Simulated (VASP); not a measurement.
# WS2 (P6_3/mmc) in VASP: a series of runs

Runs on WS2. Level: PBEsol. Tasks: single point.

All numbers are computed with VASP 6.6.1; they aren't measurements. Logs are shortened: lines on timing, memory, paths and dates and some standing lists are left out, and cuts for length are marked.

## (1) The cell of the first run

The structure is hexagonal, space group P6_3/mmc (No. 194). Conventional cell: a = 3.180 Å, b = 3.180 Å, c = 12.500 Å, α = 90.00°, β = 90.00°, γ = 120.00°. Within 3.2 Å of W (site symmetry -6m2) lie 6 S at 2.41 Å and 6 W at 3.18 Å. Within 3.2 Å of S (site symmetry 3m) lie 3 W at 2.41 Å and 7 S at 3.12 to 3.18 Å.

## (2) Single point, PBEsol

Input file INCAR:

```
PREC = Accurate ; ENCUT = 520
EDIFF = 1E-6 ; ISMEAR = 0
SIGMA = 0.1 ; LREAL = F
LASPH = T ; NELM = 60
ALGO = Normal ; ISIF = 2
LWAVE = F ; LCHARG = F
GGA = PS ; NBANDS = 35
```

Input file KPOINTS:

```
regular mesh
0
Gamma
  6 6 2
```

Input file POSCAR:

```
WS2
1.0
    3.1800000000      0.0000000000      0.0000000000
   -1.5900000000      2.7539607840      0.0000000000
    0.0000000000      0.0000000000     12.5000000000
W S
2 4
Direct
    0.3333333333      0.6666666667      0.2500000000
    0.6666666667      0.3333333333      0.7500000000
    0.3333333333      0.6666666667      0.6250000000
    0.6666666667      0.3333333333      0.1250000000
    0.3333333333      0.6666666667      0.8750000000
    0.6666666667      0.3333333333      0.3750000000
```

Potentials or basis: VASP PAW PBE potentials, release 64 (W_sv, S).

Launch:

```
$ cat potpaw_PBE.64/W_sv/POTCAR potpaw_PBE.64/S/POTCAR > POTCAR
$ mpirun -np 1 vasp_std > vasp.out
```

OUTCAR:

```text
PREC = Accurate
   ENCUT = 520
   EDIFF = 1E-6
   ISMEAR = 0
   LREAL = F
   LASPH = T
   NELM = 60
   ISIF = 2
   GGA = PS

 ion  position               nearest neighbor table
   1  0.333  0.667  0.250-   4 2.41   6 2.41   4 2.41   6 2.41   4 2.41   6 2.41
   2  0.667  0.333  0.750-   3 2.41   5 2.41   3 2.41   5 2.41   3 2.41   5 2.41
   3  0.333  0.667  0.625-   2 2.41   2 2.41   2 2.41
   4  0.667  0.333  0.125-   1 2.41   1 2.41   1 2.41
   5  0.333  0.667  0.875-   2 2.41   2 2.41   2 2.41
   6  0.667  0.333  0.375-   1 2.41   1 2.41   1 2.41

  LATTYP: Found a hexagonal cell.
 ALAT       =     3.1800000000
 C/A-ratio  =     3.9308176101

  Lattice vectors:

 A1 = (   3.1800000000,   0.0000000000,   0.0000000000)
 A2 = (  -1.5900000000,   2.7539607840,   0.0000000000)
 A3 = (   0.0000000000,   0.0000000000,  12.5000000000)

Analysis of symmetry for initial positions (statically):
=====================================================================
 Subroutine PRICEL returns:
 Original cell was already a primitive cell.

 Routine SETGRP: Setting up the symmetry group for a
 hexagonal supercell.

 Subroutine GETGRP returns: Found 24 space group operations
 (whereof 12 operations were pure point group operations)
 out of a pool of 24 trial point group operations.

The static configuration has the point symmetry D_3d.
 The point group associated with its full space group is D_6h.

Analysis of symmetry for dynamics (positions and initial velocities):
=====================================================================
 Subroutine PRICEL returns:
 Original cell was already a primitive cell.

 Routine SETGRP: Setting up the symmetry group for a
 hexagonal supercell.

 Subroutine GETGRP returns: Found 24 space group operations
 (whereof 12 operations were pure point group operations)
 out of a pool of 24 trial point group operations.

The dynamic configuration has the point symmetry D_3d.
 The point group associated with its full space group is D_6h.

 Subroutine INISYM returns: Found 24 space group operations
 (whereof 12 operations are pure point group operations),
 and found     1 'primitive' translations

----------------------------------------------------------------------------------------

                                     Primitive cell

  volume of cell :     109.4699

  direct lattice vectors                    reciprocal lattice vectors
     3.180000000  0.000000000  0.000000000     0.314465409  0.181556688  0.000000000
    -1.590000000  2.753960784  0.000000000     0.000000000  0.363113377  0.000000000
     0.000000000  0.000000000 12.500000000     0.000000000  0.000000000  0.080000000

  length of vectors
     3.180000000  3.180000000 12.500000000     0.363113377  0.363113377  0.080000000

  position of ions in fractional coordinates (direct lattice)
     0.333333333  0.666666667  0.250000000
     0.666666667  0.333333333  0.750000000
     0.333333333  0.666666667  0.625000000
     0.666666667  0.333333333  0.125000000
     0.333333333  0.666666667  0.875000000
     0.666666667  0.333333333  0.375000000

  ion indices of the primitive-cell ions
   primitive index   ion index
                 1           1
                 2           2
                 3           3
                 4           4
                 5           5
                 6           6

----------------------------------------------------------------------------------------

 KPOINTS: regular mesh

Automatic generation of k-mesh.
 Grid dimensions read from file:
 generate k-points for:    6    6    2

 Generating k-lattice:

  Cartesian coordinates                     Fractional coordinates (reciprocal lattice)
     0.052410901  0.030259448  0.000000000     0.166666667  0.000000000  0.000000000
     0.000000000  0.060518896  0.000000000     0.000000000  0.166666667  0.000000000
     0.000000000  0.000000000  0.040000000     0.000000000  0.000000000  0.500000000

  Length of vectors
     0.060518896  0.060518896  0.040000000

  Shift w.r.t. Gamma in fractional coordinates (k-lattice)
     0.000000000  0.000000000  0.000000000

 Subroutine IBZKPT returns following result:
 ===========================================

 Found     14 irreducible k-points:

 Following reciprocal coordinates:
            Coordinates               Weight
  0.000000  0.000000  0.000000      1.000000
  0.166667  0.000000  0.000000      6.000000
  0.333333  0.000000  0.000000      6.000000
  0.500000  0.000000  0.000000      3.000000
  0.166667  0.166667  0.000000      6.000000
  0.333333  0.166667  0.000000     12.000000
  0.333333  0.333333  0.000000      2.000000
  0.000000  0.000000  0.500000      1.000000
  0.166667  0.000000  0.500000      6.000000
  0.333333  0.000000  0.500000      6.000000
  0.500000  0.000000  0.500000      3.000000
  0.166667  0.166667  0.500000      6.000000
  0.333333  0.166667  0.500000     12.000000
  0.333333  0.333333  0.500000      2.000000
   k-points           NKPTS =     14   k-points in BZ     NKDIM =     14   number of bands    NBANDS=     35
   number of dos      NEDOS =    301   number of ions     NIONS =      6
   total plane-waves  NPLWV =  55296
   dimension x,y,z NGX =    24 NGY =   24 NGZ =   96
   dimension x,y,z NGXF=    48 NGYF=   48 NGZF=  192
   ions per type =               2   4
   NGX,Y,Z   is equivalent  to a cutoff of  12.55, 12.55, 12.77 a.u.
   NGXF,Y,Z  is equivalent  to a cutoff of  25.09, 25.09, 25.54 a.u.
 SYSTEM =  unknown system
   PREC   = accura    normal or accurate (medium, high low for compatibility)
   ISTART =      0    job   : 0-new  1-cont  2-samecut
   ICHARG =      2    charge: 1-file 2-atom 10-const
   ISPIN  =      1    spin polarized calculation?
   LNONCOLLINEAR =      F non collinear calculations
   LSORBIT =      F    spin-orbit coupling
   LASPH  =      T    aspherical Exc in radial PAW
   ENCUT  =  520.0 eV  38.22 Ry    6.18 a.u.   5.91  5.91 23.24*2*pi/ulx,y,z
   NELM   =     60;   NELMIN=  2; NELMDL= -5     # of ELM steps
   EDIFF  = 0.1E-05   stopping-criterion for ELM
   LREAL  =      F    real-space projection
   EDIFFG = 0.1E-04   stopping-criterion for IOM
   NSW    =      0    number of steps for IOM
   IBRION =     -1    ionic relax: 0-MD 1-quasi-New 2-CG
   NFREE  =      0    steps in history (QN), initial steepest desc. (CG)
   ISIF   =      2    stress and relaxation
   ISYM   =      2    0-nonsym 1-usesym 2-fastsym
   POTIM  = 0.5000    time-step for ionic-motion
   TEBEG  =    0.0;   TEEND  =   0.0 temperature during run
   PSTRESS=    0.0 pullay stress
   NELECT =      52.0000    total number of electrons
   NUPDOWN=      -1.0000    fix difference up-down
   EMIN   =  10.00;   EMAX   =-10.00  energy-range for DOS
   EFERMI =   0.00;   METHOD = LEGACY
   ISMEAR =     0;   SIGMA  =   0.10  broadening in eV -4-tet -1-fermi 0-gaus
   EFERMI_NEDOS =   21; number of points for ismear=-14 and -15
   IALGO  =     38    algorithm
   IMIX   =      4    mixing-type and parameters
     AMIX     =   0.40;   BMIX     =  1.00
     AMIX_MAG =   1.60;   BMIX_MAG =  1.00
  volume/ion in A,a.u.               =      18.24       123.12
  Fermi-wavevector in a.u.,A,eV,Ry     =   1.277353  2.413847 22.199688  1.631631
  Thomas-Fermi vector in A             =   2.409958
   LORBIT       =      0    0 simple, 1 ext, 2 COOP (PROOUT), +10 PAW based schemes
   GGA     = PS    functional components
   LHFCALC =     F    Hartree Fock is set to
   AEXX    =    0.0000 exact exchange contribution
   IVDW    =     0    specifies the selected vdW correction
   LEPSILON=     F    determine dielectric tensor
   LRPA    =     F    only Hartree local field effects (RPA)
 non-spin polarized calculation
 Gauss-broadening in eV      SIGMA  =   0.10
  energy-cutoff  :      520.00
  volume of cell :      109.47
 maximum number of plane-waves:      2976
 NGX is ok and might be reduce to    24
   NGX = 11   NGY = 11   NGZ = 47

 number of electron      52.0000006 magnetization

 Free energy of the ion-electron system (eV)
  ---------------------------------------------------
  ext. energy  EPLUGINS =         0.00000000
  ---------------------------------------------------
  free energy    TOTEN  =       -50.52617298 eV

  energy without entropy =      -50.52617298  energy(sigma->0) =      -50.52617298

 E-fermi :   7.5494     XC(G=0): -10.9463

 val. band max:        7.0225232969   @ k =   0.0000   0.0000   0.0000
 cond. band min:       8.0421665615   @ k =   0.1667   0.1667   0.0000
 fundamental gap:      1.0196432646
 Fermi energy:         7.5494351242

 k-point     1 :       0.0000    0.0000    0.0000
  band No.  band energies     occupation
      1     -67.5636      2.00000
      2     -67.5636      2.00000
      3     -31.8146      2.00000
      4     -31.8146      2.00000
      5     -31.6538      2.00000
      6     -31.6538      2.00000
[... 27 lines left out ...]
     34       9.5478      0.00000
     35      11.5731      0.00000

 k-point     2 :       0.1667    0.0000    0.0000
  band No.  band energies     occupation
      1     -67.5593      2.00000
      2     -67.5593      2.00000
      3     -31.7990      2.00000
      4     -31.7990      2.00000
      5     -31.7401      2.00000
      6     -31.7401      2.00000
[... 27 lines left out ...]
     34      10.0521      0.00000
     35      13.1964      0.00000

 k-point     3 :       0.3333    0.0000    0.0000
  band No.  band energies     occupation
      1     -67.5508      2.00000
      2     -67.5508      2.00000
      3     -31.9089      2.00000
      4     -31.9089      2.00000
      5     -31.7677      2.00000
      6     -31.7676      2.00000
[... 27 lines left out ...]
     34      11.0442      0.00000
     35      12.7375      0.00000
[... 343 lines left out ...]
 k-point    13 :       0.3333    0.1667    0.5000
  band No.  band energies     occupation
      1     -67.5466      2.00000
      2     -67.5466      2.00000
      3     -31.9495      2.00000
      4     -31.9495      2.00000
      5     -31.7775      2.00000
      6     -31.7775      2.00000
[... 27 lines left out ...]
     34      11.2335      0.00000
     35      12.7812      0.00000

 k-point    14 :       0.3333    0.3333    0.5000
  band No.  band energies     occupation
      1     -67.5444      2.00000
      2     -67.5444      2.00000
      3     -31.9069      2.00000
      4     -31.9069      2.00000
      5     -31.8727      2.00000
      6     -31.8727      2.00000
[... 27 lines left out ...]
     34      11.7780      0.00000
     35      13.3964      0.00000

------------------------ aborting loop because EDIFF is reached ----------------------------------------

  FORCE on cell =-STRESS in cart. coord.  units (eV):
  Direction    XX          YY          ZZ          XY          YZ          ZX
  --------------------------------------------------------------------------------------
  -------------------------------------------------------------------------------------
  Total       -2.3322940     -2.3322940     -0.6376672      0.0000000      0.0000000      0.0000000
  in kB      -34.1349287    -34.1349287     -9.3327536      0.0000000      0.0000000      0.0000000
  external PRESSURE =     -25.8675370 kB  Pullay stress =       0.0000000 kB

 VOLUME and BASIS-vectors are now :
 -----------------------------------------------------------------------------
  energy-cutoff  :      520.00
  volume of cell :      109.47
      direct lattice vectors                 reciprocal lattice vectors
     3.180000000  0.000000000  0.000000000     0.314465409  0.181556688  0.000000000
    -1.590000000  2.753960784  0.000000000     0.000000000  0.363113377  0.000000000
     0.000000000  0.000000000 12.500000000     0.000000000  0.000000000  0.080000000

 POSITION                                       TOTAL-FORCE (eV/Angst)
 -----------------------------------------------------------------------------------
     -0.00000      1.83597      3.12500        -0.000000      0.000000      0.000000
      1.59000      0.91799      9.37500         0.000000     -0.000000      0.000000
     -0.00000      1.83597      7.81250        -0.000000      0.000000      0.128398
      1.59000      0.91799      1.56250         0.000000     -0.000000      0.128398
     -0.00000      1.83597     10.93750         0.000000      0.000000     -0.128398
      1.59000      0.91799      4.68750         0.000000     -0.000000     -0.128398
 -----------------------------------------------------------------------------------
    total drift:                               -0.000000      0.000000     -0.000000

  FREE ENERGIE OF THE ION-ELECTRON SYSTEM (eV)
  ---------------------------------------------------
  free  energy   TOTEN  =       -50.5261729765 eV

  energy  without entropy=      -50.5261729765  energy(sigma->0) =      -50.52617298
```

Wall time 26 s (1 thread of Intel Xeon 6975P-C (Granite Rapids), shared host); peak memory 0.24 GiB.

What came out:

* Free energy: -50.5262 eV
* Pressure: -2.6 GPa
* Largest force: 0.128 eV/Å
* Band gap on the k mesh: 1.02 eV (least direct gap 1.73 eV)

Forces in eV/Å, atoms in the order of the input:
```
W    0.000  0.000  0.000
W    0.000  0.000  0.000
S    0.000  0.000  0.128
S    0.000  0.000  0.128
S    0.000  0.000 -0.128
S    0.000  0.000 -0.128
```

Stress tensor (GPa, compression positive):
```
-3.41  0.00  0.00
 0.00 -3.41  0.00
 0.00  0.00 -0.93
```

Caveat: the PAW data sets were made with another functional, which shifts forces and pressure a little; spin-orbit coupling is left out, which moves the levels of the heavy elements; this functional lacks dispersion, which binds the layers, so the pressure and a relaxed spacing across them are unreliable.

## (3) Single point, PBEsol (17.05 Å³/atom)

This run uses another cell than the first one, of 17.05 Å³/atom.

Input file INCAR:

```
ALGO = Normal
EDIFF = 1E-7
ENCUT = 520
GGA = PS
ISIF = 2
ISMEAR = 0
LASPH = True
LCHARG = False
LREAL = False
LWAVE = False
NBANDS = 35
NELM = 60
PREC = Accurate
SIGMA = 0.02
```

Input file KPOINTS:

```
k-points
0
Gamma
  12 12 4
```

Input file POSCAR:

```
WS2
1.0
    3.1288283691      0.0000000000      0.0000000000
   -1.5644141845      2.7096448517      0.0000000000
    0.0000000000      0.0000000000     12.0648575239
W S
2 4
Direct
    0.3333333333      0.6666666667      0.2500000000
    0.6666666667      0.3333333333      0.7500000000
    0.3333333333      0.6666666667      0.6198449648
    0.6666666667      0.3333333333      0.1198449648
    0.3333333333      0.6666666667      0.8801550352
    0.6666666667      0.3333333333      0.3801550352
```

Potentials or basis: VASP PAW PBE potentials, release 64 (W_sv, S).

Launch:

```
$ cat potpaw_PBE.64/W_sv/POTCAR potpaw_PBE.64/S/POTCAR > POTCAR
$ mpirun -np 1 vasp_std > vasp.out
```

Run time: 1.8 min. Hardware: 1 thread of Intel Xeon 6975P-C (Granite Rapids), shared host; peak memory 0.31 GiB.

Results (log left out):

```
Free energy            : -50.5165 eV
Pressure               : 2.3 GPa
Largest force          : 0.020 eV/Å
Band gap on the k mesh : 0.83 eV (least direct gap 1.90 eV)
```

Forces in eV/Å, atoms in the order of the input:
```
W    0.000  0.000  0.000
W    0.000  0.000  0.000
S    0.000  0.000 -0.020
S    0.000  0.000 -0.020
S    0.000  0.000  0.020
S    0.000  0.000  0.020
```

Levels at points of the mesh, in eV from the valence-band top:
```
           k point  band 24  band 25  band 26  band 27  band 28  band 29
(0.00, 0.00, 0.00)    -1.42    -1.41     0.00     2.31     2.31     2.33
(0.50, 0.00, 0.00)    -1.84    -1.73    -1.61     2.36     2.42     2.55
(0.00, 0.00, 0.50)    -2.24    -0.32    -0.32     2.30     2.30     2.30
(0.50, 0.00, 0.50)    -1.87    -1.71    -1.71     2.39     2.39     2.79
```

Caveat: the PAW data sets were made with another functional, which shifts forces and pressure a little; spin-orbit coupling is left out, which moves the levels of the heavy elements; this functional lacks dispersion, which binds the layers, so the pressure and a relaxed spacing across them are unreliable. A k mesh can miss the band edges.
